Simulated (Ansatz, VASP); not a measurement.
# Two plane-wave programs on TaGa2

```
Ta Ga
1.0
     3.42016    0.00000    0.00000
     0.00000    3.42016    0.00000
     0.00000    0.00000    5.27772
Ta Ga
1 2
Direct
  0.50000 0.50000 0.00000
  0.00000 0.50000 0.50000
  0.50000 0.00000 0.50000
```

Alike in both runs: task relaxation of cell and atoms; functional PBE; k mesh 6 × 6 × 4; occupations gaussian, width 0.1 eV; no spin polarisation.

|  | VASP | Ansatz |
| --- | --- | --- |
| version | VASP 6.6.1 | Ansatz 0.2.0 |
| potentials or method | VASP PAW PBE potentials, release 64 (Ta_pv, Ga_d), cutoff 600 eV | scalar-relativistic, plane waves, PAW |
| valence electrons in the cell | 37 | 39 |

```csv
,VASP,Ansatz,Ansatz less VASP
"gap on the k mesh at the Fermi level, each at its own relaxed structure (eV)",none,none,-
relaxed volume (Å³/atom),18.88,18.81,-0.071
relaxed cell length with the largest relative difference (Å),3.916,3.905,-0.0108
```

A gap of «none» marks a metal or a gap that the smearing closes. VASP's potentials hold 37 valence electrons a cell and Ansatz's 39, so a difference there can come from the potentials and not from the codes.

Neither program's run includes spin-orbit coupling.
